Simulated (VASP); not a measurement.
# MgO (P6_3mc) in VASP: single point with LDA

Aim: the single point of MgO with LDA.

Everything below comes from runs of VASP 6.6.1. Logs are shortened: lines on timing, memory, paths and dates and some standing lists are left out, and cuts for length are marked.

## 1. The cell of the first run

It takes space group P6_3mc (No. 186, hexagonal). Conventional cell: a = 3.308 Å, b = 3.308 Å, c = 4.983 Å, α = 90.00°, β = 90.00°, γ = 120.00°. Mg (site symmetry 3m) has 4 O at 1.97 to 1.99 Å within 2.6 Å. Within 2.6 Å of O (site symmetry 3m) lie 4 Mg at 1.97 to 1.99 Å.

## 2. Single point, LDA

File INCAR:

```
PREC = Accurate ; ENCUT = 840
EDIFF = 1E-6 ; ISMEAR = 0
SIGMA = 0.1 ; LREAL = False
LASPH = True ; NELM = 120
ALGO = Normal ; ISIF = 2
LWAVE = False ; LCHARG = False
GGA = CA ; NBANDS = 24
GGA_COMPAT = False
```

File KPOINTS:

```
regular mesh
0
Gamma
  6 6 4
```

File POSCAR:

```
MgO
1.0
    3.3077869865      0.0000000000      0.0000000000
   -1.6538934933      2.8646275606      0.0000000000
    0.0000000000      0.0000000000      4.9828816700
Mg O
2 2
Direct
    0.3333333300      0.6666666700      0.0021597400
    0.6666666700      0.3333333300      0.5021597400
    0.3333333300      0.6666666700      0.4024402600
    0.6666666700      0.3333333300      0.9024402600
```

Potentials or basis: VASP PAW LDA potentials, release 64 (Mg_sv, O).

On the command line:

```bash
> cat potpaw_LDA.64/Mg_sv/POTCAR potpaw_LDA.64/O/POTCAR > POTCAR
> mpirun -np 1 vasp_std > vasp.out
```

OUTCAR:

```text
PREC = Accurate
   ENCUT = 840
   EDIFF = 1E-6
   ISMEAR = 0
   LREAL = False
   LASPH = True
   NELM = 120
   ISIF = 2
   GGA = CA

 ion  position               nearest neighbor table
   1  0.333  0.667  0.002-   4 1.97   4 1.97   4 1.97   3 1.99
   2  0.667  0.333  0.502-   3 1.97   3 1.97   3 1.97   4 1.99
   3  0.333  0.667  0.402-   2 1.97   2 1.97   2 1.97   1 1.99
   4  0.667  0.333  0.902-   1 1.97   1 1.97   1 1.97   2 1.99

  LATTYP: Found a hexagonal cell.
 ALAT       =     3.3077869865
 C/A-ratio  =     1.5064094787

  Lattice vectors:

 A1 = (   3.3077869865,   0.0000000000,   0.0000000000)
 A2 = (  -1.6538934933,   2.8646275606,   0.0000000000)
 A3 = (   0.0000000000,   0.0000000000,   4.9828816700)

Analysis of symmetry for initial positions (statically):
=====================================================================
 Subroutine PRICEL returns:
 Original cell was already a primitive cell.

 Routine SETGRP: Setting up the symmetry group for a
 hexagonal supercell.

 Subroutine GETGRP returns: Found 12 space group operations
 (whereof  6 operations were pure point group operations)
 out of a pool of 24 trial point group operations.

The static configuration has the point symmetry C_3v.
 The point group associated with its full space group is C_6v.

Analysis of symmetry for dynamics (positions and initial velocities):
=====================================================================
 Subroutine PRICEL returns:
 Original cell was already a primitive cell.

 Routine SETGRP: Setting up the symmetry group for a
 hexagonal supercell.

 Subroutine GETGRP returns: Found 12 space group operations
 (whereof  6 operations were pure point group operations)
 out of a pool of 24 trial point group operations.

The dynamic configuration has the point symmetry C_3v.
 The point group associated with its full space group is C_6v.

 Subroutine INISYM returns: Found 12 space group operations
 (whereof  6 operations are pure point group operations),
 and found     1 'primitive' translations

----------------------------------------------------------------------------------------

                                     Primitive cell

  volume of cell :      47.2157

  direct lattice vectors                    reciprocal lattice vectors
     3.307786987  0.000000000  0.000000000     0.302316928  0.174542760  0.000000000
    -1.653893493  2.864627561  0.000000000     0.000000000  0.349085519  0.000000000
     0.000000000  0.000000000  4.982881670     0.000000000  0.000000000  0.200687086

  length of vectors
     3.307786987  3.307786987  4.982881670     0.349085519  0.349085519  0.200687086

  position of ions in fractional coordinates (direct lattice)
     0.333333330  0.666666670  0.002159740
     0.666666670  0.333333330  0.502159740
     0.333333330  0.666666670  0.402440260
     0.666666670  0.333333330  0.902440260

  ion indices of the primitive-cell ions
   primitive index   ion index
                 1           1
                 2           2
                 3           3
                 4           4

----------------------------------------------------------------------------------------

 KPOINTS: regular mesh

Automatic generation of k-mesh.
 Grid dimensions read from file:
 generate k-points for:    6    6    4

 Generating k-lattice:

  Cartesian coordinates                     Fractional coordinates (reciprocal lattice)
     0.050386155  0.029090460  0.000000000     0.166666667  0.000000000  0.000000000
     0.000000000  0.058180920  0.000000000     0.000000000  0.166666667  0.000000000
     0.000000000  0.000000000  0.050171771     0.000000000  0.000000000  0.250000000

  Length of vectors
     0.058180920  0.058180920  0.050171771

  Shift w.r.t. Gamma in fractional coordinates (k-lattice)
     0.000000000  0.000000000  0.000000000

 Subroutine IBZKPT returns following result:
 ===========================================

 Found     21 irreducible k-points:

 Following reciprocal coordinates:
            Coordinates               Weight
  0.000000  0.000000  0.000000      1.000000
  0.166667  0.000000  0.000000      6.000000
  0.333333  0.000000  0.000000      6.000000
  0.500000  0.000000  0.000000      3.000000
  0.166667  0.166667  0.000000      6.000000
  0.333333  0.166667  0.000000     12.000000
[... 13 lines left out ...]
  0.333333  0.166667  0.500000     12.000000
  0.333333  0.333333  0.500000      2.000000
   k-points           NKPTS =     21   k-points in BZ     NKDIM =     21   number of bands    NBANDS=     24
   number of dos      NEDOS =    301   number of ions     NIONS =      4
   total plane-waves  NPLWV =  49152
   dimension x,y,z NGX =    32 NGY =   32 NGZ =   48
   dimension x,y,z NGXF=    64 NGYF=   64 NGZF=   96
   ions per type =               2   2
   NGX,Y,Z   is equivalent  to a cutoff of  16.08, 16.08, 16.01 a.u.
   NGXF,Y,Z  is equivalent  to a cutoff of  32.17, 32.17, 32.03 a.u.
 SYSTEM =  unknown system
   PREC   = accura    normal or accurate (medium, high low for compatibility)
   ISTART =      0    job   : 0-new  1-cont  2-samecut
   ICHARG =      2    charge: 1-file 2-atom 10-const
   ISPIN  =      1    spin polarized calculation?
   LNONCOLLINEAR =      F non collinear calculations
   LSORBIT =      F    spin-orbit coupling
   LASPH  =      T    aspherical Exc in radial PAW
   ENCUT  =  840.0 eV  61.74 Ry    7.86 a.u.   7.82  7.82 11.78*2*pi/ulx,y,z
   NELM   =    120;   NELMIN=  2; NELMDL= -5     # of ELM steps
   EDIFF  = 0.1E-05   stopping-criterion for ELM
   LREAL  =      F    real-space projection
   EDIFFG = 0.1E-04   stopping-criterion for IOM
   NSW    =      0    number of steps for IOM
   IBRION =     -1    ionic relax: 0-MD 1-quasi-New 2-CG
   NFREE  =      0    steps in history (QN), initial steepest desc. (CG)
   ISIF   =      2    stress and relaxation
   ISYM   =      2    0-nonsym 1-usesym 2-fastsym
   POTIM  = 0.5000    time-step for ionic-motion
   TEBEG  =    0.0;   TEEND  =   0.0 temperature during run
   PSTRESS=    0.0 pullay stress
   NELECT =      32.0000    total number of electrons
   NUPDOWN=      -1.0000    fix difference up-down
   EMIN   =  10.00;   EMAX   =-10.00  energy-range for DOS
   EFERMI =   0.00;   METHOD = LEGACY
   ISMEAR =     0;   SIGMA  =   0.10  broadening in eV -4-tet -1-fermi 0-gaus
   EFERMI_NEDOS =   21; number of points for ismear=-14 and -15
   IALGO  =     38    algorithm
   IMIX   =      4    mixing-type and parameters
     AMIX     =   0.40;   BMIX     =  1.00
     AMIX_MAG =   1.60;   BMIX_MAG =  1.00
  volume/ion in A,a.u.               =      11.80        79.66
  Fermi-wavevector in a.u.,A,eV,Ry     =   1.438013  2.717450 28.135224  2.067881
  Thomas-Fermi vector in A             =   2.557027
   LORBIT       =      0    0 simple, 1 ext, 2 COOP (PROOUT), +10 PAW based schemes
   GGA     = CA    functional components
   LHFCALC =     F    Hartree Fock is set to
   AEXX    =    0.0000 exact exchange contribution
   IVDW    =     0    specifies the selected vdW correction
   LEPSILON=     F    determine dielectric tensor
   LRPA    =     F    only Hartree local field effects (RPA)
 non-spin polarized calculation
 Gauss-broadening in eV      SIGMA  =   0.10
  energy-cutoff  :      840.00
  volume of cell :       47.22
 maximum number of plane-waves:      2634
 NGX is ok and might be reduce to    32
   NGX = 15   NGY = 15   NGZ = 23

 number of electron      31.9999996 magnetization

 Free energy of the ion-electron system (eV)
  ---------------------------------------------------
  ext. energy  EPLUGINS =         0.00000000
  ---------------------------------------------------
  free energy    TOTEN  =       -25.88979314 eV

  energy without entropy =      -25.88979314  energy(sigma->0) =      -25.88979314

 E-fermi :   1.0495     XC(G=0): -10.5387

 val. band max:        0.5808865911   @ k =   0.0000   0.0000   0.0000
 cond. band min:       3.9487032071   @ k =   0.0000   0.0000   0.0000
 fundamental gap:      3.3678166160
 Fermi energy:         1.0494623317

 k-point     1 :       0.0000    0.0000    0.0000
  band No.  band energies     occupation
      1     -70.3167      2.00000
      2     -70.3115      2.00000
      3     -37.8583      2.00000
      4     -37.8075      2.00000
      5     -37.8034      2.00000
      6     -37.8034      2.00000
[... 16 lines left out ...]
     23      16.7246      0.00000
     24      16.7246      0.00000

 k-point     2 :       0.1667    0.0000    0.0000
  band No.  band energies     occupation
      1     -70.3159      2.00000
      2     -70.3115      2.00000
      3     -37.8548      2.00000
      4     -37.8100      2.00000
      5     -37.8098      2.00000
      6     -37.8056      2.00000
[... 16 lines left out ...]
     23      15.8402      0.00000
     24      16.1406      0.00000

 k-point     3 :       0.3333    0.0000    0.0000
  band No.  band energies     occupation
      1     -70.3145      2.00000
      2     -70.3114      2.00000
      3     -37.8462      2.00000
      4     -37.8231      2.00000
      5     -37.8183      2.00000
      6     -37.8137      2.00000
[... 16 lines left out ...]
     23      14.7058      0.00000
     24      15.8821      0.00000
[... 433 lines left out ...]
 k-point    20 :       0.3333    0.1667    0.5000
  band No.  band energies     occupation
      1     -70.3125      2.00000
      2     -70.3125      2.00000
      3     -37.8436      2.00000
      4     -37.8436      2.00000
      5     -37.8121      2.00000
      6     -37.8121      2.00000
[... 16 lines left out ...]
     23      15.7935      0.00000
     24      15.7935      0.00000

 k-point    21 :       0.3333    0.3333    0.5000
  band No.  band energies     occupation
      1     -70.3122      2.00000
      2     -70.3122      2.00000
      3     -37.8438      2.00000
      4     -37.8438      2.00000
      5     -37.8143      2.00000
      6     -37.8143      2.00000
[... 16 lines left out ...]
     23      16.2909      0.00000
     24      16.2909      0.00000

------------------------ aborting loop because EDIFF is reached ----------------------------------------

  FORCE on cell =-STRESS in cart. coord.  units (eV):
  Direction    XX          YY          ZZ          XY          YZ          ZX
  --------------------------------------------------------------------------------------
  -------------------------------------------------------------------------------------
  Total       -1.1691069     -1.1691069     -1.0681131      0.0000000     -0.0000000      0.0000000
  in kB      -39.6714924    -39.6714924    -36.2444521      0.0000000     -0.0000000      0.0000000
  external PRESSURE =     -38.5291456 kB  Pullay stress =       0.0000000 kB

 VOLUME and BASIS-vectors are now :
 -----------------------------------------------------------------------------
  energy-cutoff  :      840.00
  volume of cell :       47.22
      direct lattice vectors                 reciprocal lattice vectors
     3.307786987  0.000000000  0.000000000     0.302316928  0.174542760  0.000000000
    -1.653893493  2.864627561  0.000000000     0.000000000  0.349085519  0.000000000
     0.000000000  0.000000000  4.982881670     0.000000000  0.000000000  0.200687086

 POSITION                                       TOTAL-FORCE (eV/Angst)
 -----------------------------------------------------------------------------------
     -0.00000      1.90975      0.01076         0.000000      0.000000      0.032703
      1.65389      0.95488      2.50220        -0.000000      0.000000      0.032703
     -0.00000      1.90975      2.00531         0.000000     -0.000000     -0.032703
      1.65389      0.95488      4.49675        -0.000000      0.000000     -0.032703
 -----------------------------------------------------------------------------------
    total drift:                               -0.000047      0.000027     -0.000705

  FREE ENERGIE OF THE ION-ELECTRON SYSTEM (eV)
  ---------------------------------------------------
  free  energy   TOTEN  =       -25.8897931427 eV

  energy  without entropy=      -25.8897931427  energy(sigma->0) =      -25.88979314
```

It took 23 s on 1 thread of AMD EPYC 7R13 (Zen 3), shared host; peak memory 0.16 GiB.

What came out:

```yaml
Free_energy: -25.8898 eV
Pressure: -3.9 GPa
Largest_force: 0.033 eV/Å
Band_gap_on_the_k_mesh: 3.37 eV
```

Forces on the atoms (eV/Å):
```
Mg   0.000  0.000  0.033
Mg   0.000  0.000  0.033
O    0.000  0.000 -0.033
O    0.000  0.000 -0.033
```

Stress tensor (GPa, compression positive):
```
-3.97  0.00  0.00
 0.00 -3.97  0.00
 0.00  0.00 -3.62
```

Caveat: the cell stands under tension.
